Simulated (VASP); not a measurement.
# GaP (F-43m) in VASP: a series of runs

The runs below take GaP through single point, relaxation of cell and atoms, with PBE.

All numbers are computed with VASP 6.6.1; they aren't measurements. Logs are shortened: lines on timing, memory, paths and dates and some standing lists are left out, and cuts for length are marked.

**1. The cell of the first run**

Symmetry: F-43m, No. 216, cubic system. Conventional cell: a = 5.140 Å, b = 5.140 Å, c = 5.140 Å, α = 90.00°, β = 90.00°, γ = 90.00°. Ga (site symmetry -43m) has 4 P at 2.23 Å within 2.9 Å. Within 2.9 Å of P (site symmetry -43m) lie 4 Ga at 2.23 Å.

**2. Single point, PBE**

INCAR

```
PREC     = Accurate       # precision mode
ENCUT    = 520            # plane-wave cutoff, eV
EDIFF    = 1E-6           # SCF threshold, eV
ISMEAR   = 0              # smearing method
SIGMA    = 0.01           # smearing width, eV
LREAL    = False          # projectors in reciprocal space
LASPH    = True           # aspherical terms in the spheres
NELM     = 80             # most SCF steps
ALGO     = Normal         # electronic algorithm
ISIF     = 2              # what is computed and relaxed
LWAVE    = False          # write WAVECAR
LCHARG   = False          # write CHGCAR
GGA      = PE             # functional
NBANDS   = 16             # bands
```

KPOINTS

```
regular mesh
0
Gamma
  8 8 8
```

POSCAR

```
GaP
1.0
    0.0000000000      2.5701805634      2.5701805634
    2.5701805634      0.0000000000      2.5701805634
    2.5701805634      2.5701805634      0.0000000000
Ga P
1 1
Direct
    0.0000000000      0.0000000000      0.0000000000
    0.7500000000      0.7500000000      0.7500000000
```

Potentials or basis: VASP PAW PBE potentials, release 64 (Ga_d, P).

The run is started by

```bash
$ cat potpaw_PBE.64/Ga_d/POTCAR potpaw_PBE.64/P/POTCAR > POTCAR
$ mpirun -np 1 vasp_std > vasp.out
```

OUTCAR:

```text
PREC = Accurate
   ENCUT = 520
   EDIFF = 1E-6
   ISMEAR = 0
   LREAL = False
   LASPH = True
   NELM = 80
   ISIF = 2
   GGA = PE

 ion  position               nearest neighbor table
   1  0.000  0.000  0.000-   2 2.23   2 2.23   2 2.23   2 2.23
   2  0.750  0.750  0.750-   1 2.23   1 2.23   1 2.23   1 2.23

  LATTYP: Found a face centered cubic cell.
 ALAT       =     5.1403611268

  Lattice vectors:

 A1 = (   0.0000000000,   2.5701805634,   2.5701805634)
 A2 = (   2.5701805634,   0.0000000000,   2.5701805634)
 A3 = (   2.5701805634,   2.5701805634,   0.0000000000)

Analysis of symmetry for initial positions (statically):
=====================================================================
 Subroutine PRICEL returns:
 Original cell was already a primitive cell.

 Routine SETGRP: Setting up the symmetry group for a
 face centered cubic supercell.

 Subroutine GETGRP returns: Found 24 space group operations
 (whereof 24 operations were pure point group operations)
 out of a pool of 48 trial point group operations.

The static configuration has the point symmetry T_d .

Analysis of symmetry for dynamics (positions and initial velocities):
=====================================================================
 Subroutine PRICEL returns:
 Original cell was already a primitive cell.

 Routine SETGRP: Setting up the symmetry group for a
 face centered cubic supercell.

 Subroutine GETGRP returns: Found 24 space group operations
 (whereof 24 operations were pure point group operations)
 out of a pool of 48 trial point group operations.

The dynamic configuration has the point symmetry T_d .

 Subroutine INISYM returns: Found 24 space group operations
 (whereof 24 operations are pure point group operations),
 and found     1 'primitive' translations

----------------------------------------------------------------------------------------

                                     Primitive cell

  volume of cell :      33.9563

  direct lattice vectors                    reciprocal lattice vectors
     0.000000000  2.570180563  2.570180563    -0.194538861  0.194538861  0.194538861
     2.570180563  0.000000000  2.570180563     0.194538861 -0.194538861  0.194538861
     2.570180563  2.570180563  0.000000000     0.194538861  0.194538861 -0.194538861

  length of vectors
     3.634784211  3.634784211  3.634784211     0.336951192  0.336951192  0.336951192

  position of ions in fractional coordinates (direct lattice)
     0.000000000  0.000000000  0.000000000
     0.750000000  0.750000000  0.750000000

  ion indices of the primitive-cell ions
   primitive index   ion index
                 1           1
                 2           2

----------------------------------------------------------------------------------------

 KPOINTS: regular mesh

Automatic generation of k-mesh.
 Grid dimensions read from file:
 generate k-points for:    8    8    8

 Generating k-lattice:

  Cartesian coordinates                     Fractional coordinates (reciprocal lattice)
    -0.024317358  0.024317358  0.024317358     0.125000000  0.000000000  0.000000000
     0.024317358 -0.024317358  0.024317358     0.000000000  0.125000000  0.000000000
     0.024317358  0.024317358 -0.024317358     0.000000000  0.000000000  0.125000000

  Length of vectors
     0.042118899  0.042118899  0.042118899

  Shift w.r.t. Gamma in fractional coordinates (k-lattice)
     0.000000000  0.000000000  0.000000000

 Subroutine IBZKPT returns following result:
 ===========================================

 Found     29 irreducible k-points:

 Following reciprocal coordinates:
            Coordinates               Weight
  0.000000  0.000000  0.000000      1.000000
  0.125000  0.000000  0.000000      8.000000
  0.250000  0.000000  0.000000      8.000000
  0.375000  0.000000  0.000000      8.000000
  0.500000  0.000000  0.000000      4.000000
  0.125000  0.125000  0.000000      6.000000
[... 16 lines left out ...]
  0.500000  0.250000  0.125000     48.000000
 -0.375000  0.250000  0.125000     24.000000
 [... further k-points ...]
   k-points           NKPTS =     29   k-points in BZ     NKDIM =     29   number of bands    NBANDS=     16
   number of dos      NEDOS =    301   number of ions     NIONS =      2
   total plane-waves  NPLWV =  21952
   dimension x,y,z NGX =    28 NGY =   28 NGZ =   28
   dimension x,y,z NGXF=    56 NGYF=   56 NGZF=   56
   ions per type =               1   1
   NGX,Y,Z   is equivalent  to a cutoff of  12.81, 12.81, 12.81 a.u.
   NGXF,Y,Z  is equivalent  to a cutoff of  25.61, 25.61, 25.61 a.u.
 SYSTEM =  unknown system
   PREC   = accura    normal or accurate (medium, high low for compatibility)
   ISTART =      0    job   : 0-new  1-cont  2-samecut
   ICHARG =      2    charge: 1-file 2-atom 10-const
   ISPIN  =      1    spin polarized calculation?
   LNONCOLLINEAR =      F non collinear calculations
   LSORBIT =      F    spin-orbit coupling
   LASPH  =      T    aspherical Exc in radial PAW
   ENCUT  =  520.0 eV  38.22 Ry    6.18 a.u.   6.76  6.76  6.76*2*pi/ulx,y,z
   NELM   =     80;   NELMIN=  2; NELMDL= -5     # of ELM steps
   EDIFF  = 0.1E-05   stopping-criterion for ELM
   LREAL  =      F    real-space projection
   EDIFFG = 0.1E-04   stopping-criterion for IOM
   NSW    =      0    number of steps for IOM
   IBRION =     -1    ionic relax: 0-MD 1-quasi-New 2-CG
   NFREE  =      0    steps in history (QN), initial steepest desc. (CG)
   ISIF   =      2    stress and relaxation
   ISYM   =      2    0-nonsym 1-usesym 2-fastsym
   POTIM  = 0.5000    time-step for ionic-motion
   TEBEG  =    0.0;   TEEND  =   0.0 temperature during run
   PSTRESS=    0.0 pullay stress
   NELECT =      18.0000    total number of electrons
   NUPDOWN=      -1.0000    fix difference up-down
   EMIN   =  10.00;   EMAX   =-10.00  energy-range for DOS
   EFERMI =   0.00;   METHOD = LEGACY
   ISMEAR =     0;   SIGMA  =   0.01  broadening in eV -4-tet -1-fermi 0-gaus
   EFERMI_NEDOS =   21; number of points for ismear=-14 and -15
   IALGO  =     38    algorithm
   IMIX   =      4    mixing-type and parameters
     AMIX     =   0.40;   BMIX     =  1.00
     AMIX_MAG =   1.60;   BMIX_MAG =  1.00
  volume/ion in A,a.u.               =      16.98       114.57
  Fermi-wavevector in a.u.,A,eV,Ry     =   1.324927  2.503749 23.884105  1.755432
  Thomas-Fermi vector in A             =   2.454426
   LORBIT       =      0    0 simple, 1 ext, 2 COOP (PROOUT), +10 PAW based schemes
   GGA     = PE    functional components
   LHFCALC =     F    Hartree Fock is set to
   AEXX    =    0.0000 exact exchange contribution
   IVDW    =     0    specifies the selected vdW correction
   LEPSILON=     F    determine dielectric tensor
   LRPA    =     F    only Hartree local field effects (RPA)
 non-spin polarized calculation
 Gauss-broadening in eV      SIGMA  =   0.01
  energy-cutoff  :      520.00
  volume of cell :       33.96
 maximum number of plane-waves:       941
   NGX = 13   NGY = 13   NGZ = 13

 number of electron      18.0000003 magnetization

 Free energy of the ion-electron system (eV)
  ---------------------------------------------------
  ext. energy  EPLUGINS =         0.00000000
  ---------------------------------------------------
  free energy    TOTEN  =        -8.62483107 eV

  energy without entropy =       -8.62483107  energy(sigma->0) =       -8.62483107

 E-fermi :   6.6810     XC(G=0): -10.6578

 val. band max:        6.6337989692   @ k =   0.0000   0.0000   0.0000
 cond. band min:       7.8596379937   @ k =   0.5000   0.5000   0.0000
 fundamental gap:      1.2258390246
 Fermi energy:         6.6809556550

 k-point     1 :       0.0000    0.0000    0.0000
  band No.  band energies     occupation
      1      -8.3500      2.00000
      2      -8.3500      2.00000
      3      -8.3500      2.00000
      4      -8.1835      2.00000
      5      -8.1835      2.00000
      6      -7.3319      2.00000
[... 8 lines left out ...]
     15      16.6365      0.00000
     16      16.6365      0.00000

 k-point     2 :       0.1250    0.0000    0.0000
  band No.  band energies     occupation
      1      -8.3863      2.00000
      2      -8.3418      2.00000
      3      -8.3418      2.00000
      4      -8.1837      2.00000
      5      -8.1837      2.00000
      6      -7.0697      2.00000
[... 8 lines left out ...]
     15      15.9046      0.00000
     16      17.2004      0.00000

 k-point     3 :       0.2500    0.0000    0.0000
  band No.  band energies     occupation
      1      -8.4489      2.00000
      2      -8.3246      2.00000
      3      -8.3246      2.00000
      4      -8.1816      2.00000
      5      -8.1816      2.00000
      6      -6.3460      2.00000
[... 8 lines left out ...]
     15      15.7349      0.00000
     16      17.0582      0.00000

 k-point     4 :       0.3750    0.0000    0.0000
  band No.  band energies     occupation
      1      -8.4958      2.00000
      2      -8.3119      2.00000
      3      -8.3119      2.00000
      4      -8.1746      2.00000
      5      -8.1746      2.00000
      6      -5.3118      2.00000
[... 8 lines left out ...]
     15      17.1890      0.00000
     16      17.5157      0.00000

 k-point     5 :       0.5000    0.0000    0.0000
  band No.  band energies     occupation
      1      -8.5129      2.00000
      2      -8.3081      2.00000
      3      -8.3081      2.00000
      4      -8.1701      2.00000
      5      -8.1701      2.00000
      6      -4.6152      2.00000
[... 8 lines left out ...]
     15      18.8553      0.00000
     16      18.9117      0.00000

 k-point     6 :       0.1250    0.1250    0.0000
  band No.  band energies     occupation
      1      -8.4021      2.00000
      2      -8.3342      2.00000
      3      -8.3342      2.00000
      4      -8.1921      2.00000
      5      -8.1778      2.00000
      6      -6.9859      2.00000
[... 8 lines left out ...]
     15      16.8987      0.00000
     16      17.6748      0.00000

 k-point     7 :       0.2500    0.1250    0.0000
  band No.  band energies     occupation
      1      -8.4486      2.00000
      2      -8.3199      2.00000
      3      -8.3160      2.00000
      4      -8.1986      2.00000
      5      -8.1725      2.00000
      6      -6.4214      2.00000
[... 8 lines left out ...]
     15      16.8947      0.00000
     16      18.5668      0.00000

 k-point     8 :       0.3750    0.1250    0.0000
  band No.  band energies     occupation
      1      -8.4899      2.00000
      2      -8.3089      2.00000
      3      -8.3011      2.00000
      4      -8.1952      2.00000
      5      -8.1674      2.00000
      6      -5.4773      2.00000
[... 8 lines left out ...]
     15      17.9551      0.00000
     16      18.2914      0.00000

 k-point     9 :       0.5000    0.1250    0.0000
  band No.  band energies     occupation
      1      -8.5111      2.00000
      2      -8.3045      2.00000
      3      -8.2963      2.00000
      4      -8.1837      2.00000
      5      -8.1679      2.00000
      6      -4.5370      2.00000
[... 8 lines left out ...]
     15      18.8671      0.00000
     16      19.7917      0.00000
[... 172 lines left out ...]
 k-point    19 :       0.5000    0.3750    0.0000
  band No.  band energies     occupation
      1      -8.5421      2.00000
      2      -8.2580      2.00000
      3      -8.2442      2.00000
      4      -8.2379      2.00000
      5      -8.1506      2.00000
      6      -3.7999      2.00000
[... 8 lines left out ...]
     15      19.3706      0.00000
     16      21.2255      0.00000

 k-point    20 :      -0.3750    0.3750    0.0000
  band No.  band energies     occupation
      1      -8.5307      2.00000
      2      -8.2735      2.00000
      3      -8.2512      2.00000
      4      -8.2218      2.00000
      5      -8.1623      2.00000
      6      -3.4878      2.00000
[... 8 lines left out ...]
     15      17.4022      0.00000
     16      23.0150      0.00000

 k-point    21 :       0.5000    0.5000    0.0000
  band No.  band energies     occupation
      1      -8.5535      2.00000
      2      -8.2573      2.00000
      3      -8.2353      2.00000
      4      -8.2353      2.00000
      5      -8.1447      2.00000
      6      -3.4776      2.00000
[... 8 lines left out ...]
     15      19.5914      0.00000
     16      20.5023      0.00000

 k-point    22 :       0.3750    0.2500    0.1250
  band No.  band energies     occupation
      1      -8.4821      2.00000
      2      -8.3045      2.00000
      3      -8.2971      2.00000
      4      -8.2062      2.00000
      5      -8.1677      2.00000
      6      -5.7433      2.00000
[... 8 lines left out ...]
     15      18.5375      0.00000
     16      20.2253      0.00000

 k-point    23 :       0.5000    0.2500    0.1250
  band No.  band energies     occupation
      1      -8.5059      2.00000
      2      -8.2986      2.00000
      3      -8.2815      2.00000
      4      -8.2020      2.00000
      5      -8.1680      2.00000
      6      -4.7620      2.00000
[... 8 lines left out ...]
     15      19.1296      0.00000
     16      20.2744      0.00000

 k-point    24 :      -0.3750    0.2500    0.1250
  band No.  band energies     occupation
      1      -8.5145      2.00000
      2      -8.2980      2.00000
      3      -8.2761      2.00000
      4      -8.1950      2.00000
      5      -8.1710      2.00000
      6      -4.1078      2.00000
[... 8 lines left out ...]
     15      19.2154      0.00000
     16      20.2240      0.00000

 [... further k-points ...]

------------------------ aborting loop because EDIFF is reached ----------------------------------------

  FORCE on cell =-STRESS in cart. coord.  units (eV):
  Direction    XX          YY          ZZ          XY          YZ          ZX
  --------------------------------------------------------------------------------------
  -------------------------------------------------------------------------------------
  Total        5.2424897      5.2424897      5.2424897     -0.0000000     -0.0000000     -0.0000000
  in kB      247.3587452    247.3587452    247.3587452     -0.0000000     -0.0000000     -0.0000000
  external PRESSURE =     247.3587452 kB  Pullay stress =       0.0000000 kB

 VOLUME and BASIS-vectors are now :
 -----------------------------------------------------------------------------
  energy-cutoff  :      520.00
  volume of cell :       33.96
      direct lattice vectors                 reciprocal lattice vectors
     0.000000000  2.570180563  2.570180563    -0.194538861  0.194538861  0.194538861
     2.570180563  0.000000000  2.570180563     0.194538861 -0.194538861  0.194538861
     2.570180563  2.570180563  0.000000000     0.194538861  0.194538861 -0.194538861

 POSITION                                       TOTAL-FORCE (eV/Angst)
 -----------------------------------------------------------------------------------
      0.00000      0.00000      0.00000        -0.000000     -0.000000      0.000000
      3.85527      3.85527      3.85527         0.000000      0.000000     -0.000000
 -----------------------------------------------------------------------------------
    total drift:                               -0.000001     -0.000001     -0.000001

  FREE ENERGIE OF THE ION-ELECTRON SYSTEM (eV)
  ---------------------------------------------------
  free  energy   TOTEN  =        -8.6248310666 eV

  energy  without entropy=       -8.6248310666  energy(sigma->0) =       -8.62483107
```

Run time: 10 s. Hardware: 1 thread of AMD EPYC 9R45 (Zen 5), shared host; peak memory 0.13 GiB.

What came out:

```
Free energy            : -8.6248 eV
Pressure               : 24.7 GPa
Band gap on the k mesh : 1.23 eV (least direct gap 3.33 eV)
```

Levels at points of the mesh, in eV from the valence-band top:
| k point | band 7 | band 8 | band 9 | band 10 | band 11 | band 12 |
| --- | --- | --- | --- | --- | --- | --- |
| (0.00, 0.00, 0.00) | 0.00 | 0.00 | 0.00 | 3.33 | 3.78 | 3.78 |
| (0.50, 0.00, 0.00) | -7.77 | -1.41 | -1.41 | 2.21 | 4.60 | 4.60 |
| (0.50, 0.50, 0.00) | -7.68 | -3.37 | -3.37 | 1.23 | 1.56 | 11.89 |

Caveat: the cell stands under pressure. A k mesh can miss the band edges.

(Part 1 of 2 ends here.)
